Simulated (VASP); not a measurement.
# CoSi2 (Fm-3m) in VASP: a series of runs

The runs below take CoSi2 through single point, with PBE.

All numbers are computed with VASP 6.6.1; they aren't measurements. Logs are shortened: lines on timing, memory, paths and dates and some standing lists are left out, and cuts for length are marked.

## 1. The cell of the first run

The structure is cubic, space group Fm-3m (No. 225). Conventional cell: a = 5.039 Å, b = 5.039 Å, c = 5.039 Å, α = 90.00°, β = 90.00°, γ = 90.00°. Co (site symmetry m-3m) has 8 Si at 2.18 Å within 2.9 Å. Si (site symmetry -43m) has 4 Co at 2.18 Å and 6 Si at 2.52 Å within 2.9 Å.

## 2. Single point, PBE

Contents of INCAR:

```
SYSTEM = CoSi2
  PREC = Accurate
  ENCUT = 520
  EDIFF = 1E-6
  ISMEAR = 0
  SIGMA = 0.1
  LREAL = .False.
  LASPH = .True.
  NELM = 80
  ALGO = Normal
  ISIF = 2
  LWAVE = .False.
  LCHARG = .False.
  GGA = PE
  NBANDS = 16
```

Contents of KPOINTS:

```
regular mesh
0
Gamma
  14 14 14
  0 0 0
```

Contents of POSCAR:

```
CoSi2
1.0
    0.0000000000      2.5196920752      2.5196920752
    2.5196920752      0.0000000000      2.5196920752
    2.5196920752      2.5196920752      0.0000000000
Co Si
1 2
Direct
    0.0000000000      0.0000000000      0.0000000000
    0.2500000000      0.2500000000      0.2500000000
    0.7500000000      0.7500000000      0.7500000000
```

Potentials or basis: VASP PAW PBE potentials, release 64 (Co, Si).

Launch:

```bash
$ cat potpaw_PBE.64/Co/POTCAR potpaw_PBE.64/Si/POTCAR > POTCAR
$ mpirun -np 1 vasp_std > vasp.out
```

OUTCAR:

```text
SYSTEM = CoSi2
   PREC = Accurate
   ENCUT = 520
   EDIFF = 1E-6
   ISMEAR = 0
   LREAL = .False.
   LASPH = .True.
   NELM = 80
   ISIF = 2
   GGA = PE

 ion  position               nearest neighbor table
   1  0.000  0.000  0.000-   3 2.18   3 2.18   3 2.18   2 2.18   3 2.18   2 2.18   2 2.18   2 2.18

   2  0.250  0.250  0.250-   1 2.18   1 2.18   1 2.18   1 2.18   3 2.52   3 2.52   3 2.52   3 2.52
                             3 2.52   3 2.52
   3  0.750  0.750  0.750-   1 2.18   1 2.18   1 2.18   1 2.18   2 2.52   2 2.52   2 2.52   2 2.52
                             2 2.52   2 2.52

  LATTYP: Found a face centered cubic cell.
 ALAT       =     5.0393841504

  Lattice vectors:

 A1 = (   0.0000000000,   2.5196920752,   2.5196920752)
 A2 = (   2.5196920752,   0.0000000000,   2.5196920752)
 A3 = (   2.5196920752,   2.5196920752,   0.0000000000)

Analysis of symmetry for initial positions (statically):
=====================================================================
 Subroutine PRICEL returns:
 Original cell was already a primitive cell.

 Routine SETGRP: Setting up the symmetry group for a
 face centered cubic supercell.

 Subroutine GETGRP returns: Found 48 space group operations
 (whereof 48 operations were pure point group operations)
 out of a pool of 48 trial point group operations.

The static configuration has the point symmetry O_h .

Analysis of symmetry for dynamics (positions and initial velocities):
=====================================================================
 Subroutine PRICEL returns:
 Original cell was already a primitive cell.

 Routine SETGRP: Setting up the symmetry group for a
 face centered cubic supercell.

 Subroutine GETGRP returns: Found 48 space group operations
 (whereof 48 operations were pure point group operations)
 out of a pool of 48 trial point group operations.

The dynamic configuration has the point symmetry O_h .

 Subroutine INISYM returns: Found 48 space group operations
 (whereof 48 operations are pure point group operations),
 and found     1 'primitive' translations

----------------------------------------------------------------------------------------

                                     Primitive cell

  volume of cell :      31.9943

  direct lattice vectors                    reciprocal lattice vectors
     0.000000000  2.519692075  2.519692075    -0.198436946  0.198436946  0.198436946
     2.519692075  0.000000000  2.519692075     0.198436946 -0.198436946  0.198436946
     2.519692075  2.519692075  0.000000000     0.198436946  0.198436946 -0.198436946

  length of vectors
     3.563382706  3.563382706  3.563382706     0.343702872  0.343702872  0.343702872

  position of ions in fractional coordinates (direct lattice)
     0.000000000  0.000000000  0.000000000
     0.250000000  0.250000000  0.250000000
     0.750000000  0.750000000  0.750000000

  ion indices of the primitive-cell ions
   primitive index   ion index
                 1           1
                 2           2
                 3           3

----------------------------------------------------------------------------------------

 KPOINTS: regular mesh

Automatic generation of k-mesh.
 Grid dimensions read from file:
 generate k-points for:   14   14   14

 Generating k-lattice:

  Cartesian coordinates                     Fractional coordinates (reciprocal lattice)
    -0.014174068  0.014174068  0.014174068     0.071428571  0.000000000  0.000000000
     0.014174068 -0.014174068  0.014174068     0.000000000  0.071428571  0.000000000
     0.014174068  0.014174068 -0.014174068     0.000000000  0.000000000  0.071428571

  Length of vectors
     0.024550205  0.024550205  0.024550205

  Shift w.r.t. Gamma in fractional coordinates (k-lattice)
     0.000000000  0.000000000  0.000000000

 Subroutine IBZKPT returns following result:
 ===========================================

 Found    104 irreducible k-points:

 Following reciprocal coordinates:
            Coordinates               Weight
  0.000000  0.000000  0.000000      1.000000
  0.071429  0.000000  0.000000      8.000000
  0.142857  0.000000  0.000000      8.000000
  0.214286  0.000000  0.000000      8.000000
  0.285714  0.000000  0.000000      8.000000
  0.357143  0.000000  0.000000      8.000000
[... 16 lines left out ...]
  0.214286  0.142857  0.000000     24.000000
  0.285714  0.142857  0.000000     24.000000
 [... further k-points ...]
   k-points           NKPTS =    104   k-points in BZ     NKDIM =    104   number of bands    NBANDS=     16
   number of dos      NEDOS =    301   number of ions     NIONS =      3
   total plane-waves  NPLWV =  21952
   dimension x,y,z NGX =    28 NGY =   28 NGZ =   28
   dimension x,y,z NGXF=    56 NGYF=   56 NGZF=   56
   ions per type =               1   2
   NGX,Y,Z   is equivalent  to a cutoff of  13.06, 13.06, 13.06 a.u.
   NGXF,Y,Z  is equivalent  to a cutoff of  26.13, 26.13, 26.13 a.u.
 SYSTEM =  CoSi2
   PREC   = accura    normal or accurate (medium, high low for compatibility)
   ISTART =      0    job   : 0-new  1-cont  2-samecut
   ICHARG =      2    charge: 1-file 2-atom 10-const
   ISPIN  =      1    spin polarized calculation?
   LNONCOLLINEAR =      F non collinear calculations
   LSORBIT =      F    spin-orbit coupling
   LASPH  =      T    aspherical Exc in radial PAW
   ENCUT  =  520.0 eV  38.22 Ry    6.18 a.u.   6.63  6.63  6.63*2*pi/ulx,y,z
   NELM   =     80;   NELMIN=  2; NELMDL= -5     # of ELM steps
   EDIFF  = 0.1E-05   stopping-criterion for ELM
   LREAL  =      F    real-space projection
   EDIFFG = 0.1E-04   stopping-criterion for IOM
   NSW    =      0    number of steps for IOM
   IBRION =     -1    ionic relax: 0-MD 1-quasi-New 2-CG
   NFREE  =      0    steps in history (QN), initial steepest desc. (CG)
   ISIF   =      2    stress and relaxation
   ISYM   =      2    0-nonsym 1-usesym 2-fastsym
   POTIM  = 0.5000    time-step for ionic-motion
   TEBEG  =    0.0;   TEEND  =   0.0 temperature during run
   PSTRESS=    0.0 pullay stress
   NELECT =      17.0000    total number of electrons
   NUPDOWN=      -1.0000    fix difference up-down
   EMIN   =  10.00;   EMAX   =-10.00  energy-range for DOS
   EFERMI =   0.00;   METHOD = LEGACY
   ISMEAR =     0;   SIGMA  =   0.10  broadening in eV -4-tet -1-fermi 0-gaus
   EFERMI_NEDOS =   21; number of points for ismear=-14 and -15
   IALGO  =     38    algorithm
   IMIX   =      4    mixing-type and parameters
     AMIX     =   0.40;   BMIX     =  1.00
     AMIX_MAG =   1.60;   BMIX_MAG =  1.00
  volume/ion in A,a.u.               =      10.66        71.97
  Fermi-wavevector in a.u.,A,eV,Ry     =   1.325970  2.505720 23.921712  1.758196
  Thomas-Fermi vector in A             =   2.455391
   LORBIT       =      0    0 simple, 1 ext, 2 COOP (PROOUT), +10 PAW based schemes
   GGA     = PE    functional components
   LHFCALC =     F    Hartree Fock is set to
   AEXX    =    0.0000 exact exchange contribution
   IVDW    =     0    specifies the selected vdW correction
   LEPSILON=     F    determine dielectric tensor
   LRPA    =     F    only Hartree local field effects (RPA)
 non-spin polarized calculation
 Gauss-broadening in eV      SIGMA  =   0.10
  energy-cutoff  :      520.00
  volume of cell :       31.99
 maximum number of plane-waves:       886
   NGX = 13   NGY = 13   NGZ = 13

 number of electron      17.0000004 magnetization

 Free energy of the ion-electron system (eV)
  ---------------------------------------------------
  ext. energy  EPLUGINS =         0.00000000
  ---------------------------------------------------
  free energy    TOTEN  =       -18.44545544 eV

  energy without entropy =      -18.44071834  energy(sigma->0) =      -18.44308689

 E-fermi :  12.7800     XC(G=0): -12.6110

 val. band max:       12.7600861274   @ k =   0.3571   0.0714   0.0000
 cond. band min:      12.8069244356   @ k =   0.4286   0.2143   0.0714
 fundamental gap:      0.0468383082
 Fermi energy:        12.7800005811

 k-point     1 :       0.0000    0.0000    0.0000
  band No.  band energies     occupation
      1      -1.8613      2.00000
      2       7.7850      2.00000
      3       7.7850      2.00000
      4       7.7850      2.00000
      5      10.1553      2.00000
      6      10.1553      2.00000
[... 8 lines left out ...]
     15      19.3358      0.00000
     16      19.3358      0.00000

 k-point     2 :       0.0714    0.0000    0.0000
  band No.  band energies     occupation
      1      -1.7722      2.00000
      2       7.6277      2.00000
      3       7.8174      2.00000
      4       7.8174      2.00000
      5      10.1262      2.00000
      6      10.1262      2.00000
[... 8 lines left out ...]
     15      18.8872      0.00000
     16      19.2251      0.00000

 k-point     3 :       0.1429    0.0000    0.0000
  band No.  band energies     occupation
      1      -1.5063      2.00000
      2       7.1724      2.00000
      3       7.9071      2.00000
      4       7.9071      2.00000
      5      10.0587      2.00000
      6      10.0587      2.00000
[... 8 lines left out ...]
     15      18.7094      0.00000
     16      19.7577      0.00000

 k-point     4 :       0.2143    0.0000    0.0000
  band No.  band energies     occupation
      1      -1.0678      2.00000
      2       6.4559      2.00000
      3       8.0306      2.00000
      4       8.0306      2.00000
      5      10.0051      2.00000
      6      10.0051      2.00000
[... 8 lines left out ...]
     15      19.4044      0.00000
     16      20.9621      0.00000
[... 324 lines left out ...]
 k-point    22 :       0.1429    0.1429    0.0000
  band No.  band energies     occupation
      1      -1.3878      2.00000
      2       7.2815      2.00000
      3       7.8369      2.00000
      4       7.8369      2.00000
      5       9.6669      2.00000
      6      10.2953      2.00000
[... 8 lines left out ...]
     15      20.1096      0.00000
     16      20.1096      0.00000

 k-point    23 :       0.2143    0.1429    0.0000
  band No.  band energies     occupation
      1      -1.0657      2.00000
      2       6.8893      2.00000
      3       7.8915      2.00000
      4       7.9291      2.00000
      5       9.4180      2.00000
      6      10.3489      2.00000
[... 8 lines left out ...]
     15      20.8239      0.00000
     16      21.1551      0.00000

 k-point    24 :       0.2857    0.1429    0.0000
  band No.  band energies     occupation
      1      -0.5744      2.00000
      2       6.2178      2.00000
      3       7.9831      2.00000
      4       8.0375      2.00000
      5       9.2403      2.00000
      6      10.4068      2.00000
[... 8 lines left out ...]
     15      21.8900      0.00000
     16      22.5114      0.00000

 [... further k-points ...]
[... 5 lines left out ...]
  --------------------------------------------------------------------------------------
  -------------------------------------------------------------------------------------
  Total        9.9531413      9.9531413      9.9531413     -0.0000000      0.0000000     -0.0000000
  in kB      498.4233106    498.4233106    498.4233106     -0.0000000      0.0000000     -0.0000000
  external PRESSURE =     498.4233106 kB  Pullay stress =       0.0000000 kB

 VOLUME and BASIS-vectors are now :
 -----------------------------------------------------------------------------
  energy-cutoff  :      520.00
  volume of cell :       31.99
      direct lattice vectors                 reciprocal lattice vectors
     0.000000000  2.519692075  2.519692075    -0.198436946  0.198436946  0.198436946
     2.519692075  0.000000000  2.519692075     0.198436946 -0.198436946  0.198436946
     2.519692075  2.519692075  0.000000000     0.198436946  0.198436946 -0.198436946

 POSITION                                       TOTAL-FORCE (eV/Angst)
 -----------------------------------------------------------------------------------
      0.00000      0.00000      0.00000         0.000000      0.000000      0.000000
      1.25985      1.25985      1.25985        -0.000000     -0.000000      0.000000
      3.77954      3.77954      3.77954         0.000000      0.000000     -0.000000
 -----------------------------------------------------------------------------------
    total drift:                               -0.000000     -0.000000      0.000000

  FREE ENERGIE OF THE ION-ELECTRON SYSTEM (eV)
  ---------------------------------------------------
  free  energy   TOTEN  =       -18.4454554415 eV

  energy  without entropy=      -18.4407183368  energy(sigma->0) =      -18.44308689
```

It took 31 s on 1 thread of Intel Xeon Platinum 8488C (Sapphire Rapids), shared host; peak memory 0.19 GiB.

What came out:

```
Free energy : -18.4455 eV
Pressure    : 49.8 GPa
```

Levels at points of the mesh, in eV from the Fermi level:
```tsv
k point	band 7	band 8	band 9	band 10	band 11	band 12
(0.00, 0.00, 0.00)	2.74	3.43	3.43	3.43	4.19	4.19
(0.50, 0.00, 0.00)	-2.22	-0.57	-0.57	3.26	3.98	3.98
(0.50, 0.50, 0.00)	-2.54	-2.51	-1.82	2.40	3.00	8.71
```

## 3. Single point, PBE

This run uses another cell than the first one, of 11.50 Å³/atom, 1.079 times its volume.

Contents of INCAR:

```
SYSTEM = CoSi2
PREC     = Accurate       ! precision mode
ENCUT    = 520            ! plane-wave cutoff, eV
EDIFF    = 1E-7           ! SCF threshold, eV
ISMEAR   = 0              ! smearing method
SIGMA    = 0.1            ! smearing width, eV
LREAL    = .False.        ! projectors in reciprocal space
LASPH    = .True.         ! aspherical terms in the spheres
NELM     = 100            ! most SCF steps
ALGO     = Normal         ! electronic algorithm
ISIF     = 2              ! what is computed and relaxed
LWAVE    = .False.        ! write WAVECAR
LCHARG   = .False.        ! write CHGCAR
GGA      = PE             ! functional
NBANDS   = 16             ! bands
```

KPOINTS is that of step 2.

Contents of POSCAR:

```
CoSi2
1.0
    0.0000000000      2.5841420278      2.5841420278
    2.5841420278      0.0000000000      2.5841420278
    2.5841420278      2.5841420278      0.0000000000
Co Si
1 2
Direct
    0.0000000000      0.0000000000      0.0000000000
    0.2500000000      0.2500000000      0.2500000000
    0.7500000000      0.7500000000      0.7500000000
```

Potentials or basis: VASP PAW PBE potentials, release 64 (Co, Si).

Launch:

```bash
$ cat potpaw_PBE.64/Co/POTCAR potpaw_PBE.64/Si/POTCAR > POTCAR
$ mpirun -np 1 vasp_std > vasp.out
```

Run time: 36 s. Hardware: 1 thread of Intel Xeon Platinum 8488C (Sapphire Rapids), shared host; peak memory 0.19 GiB.

The run converged. Its results:

```yaml
Free_energy: -19.0203 eV
Pressure: 24.8 GPa
```

Levels at points of the mesh, in eV from the Fermi level:
| k point | band 7 | band 8 | band 9 | band 10 | band 11 | band 12 |
| --- | --- | --- | --- | --- | --- | --- |
| (0.00, 0.00, 0.00) | 1.86 | 3.45 | 3.45 | 3.45 | 3.84 | 3.84 |
| (0.50, 0.00, 0.00) | -1.96 | -0.54 | -0.54 | 3.03 | 3.73 | 3.73 |
| (0.50, 0.50, 0.00) | -2.29 | -2.25 | -1.61 | 2.03 | 2.96 | 8.65 |

(Part 1 of 2 ends here.)
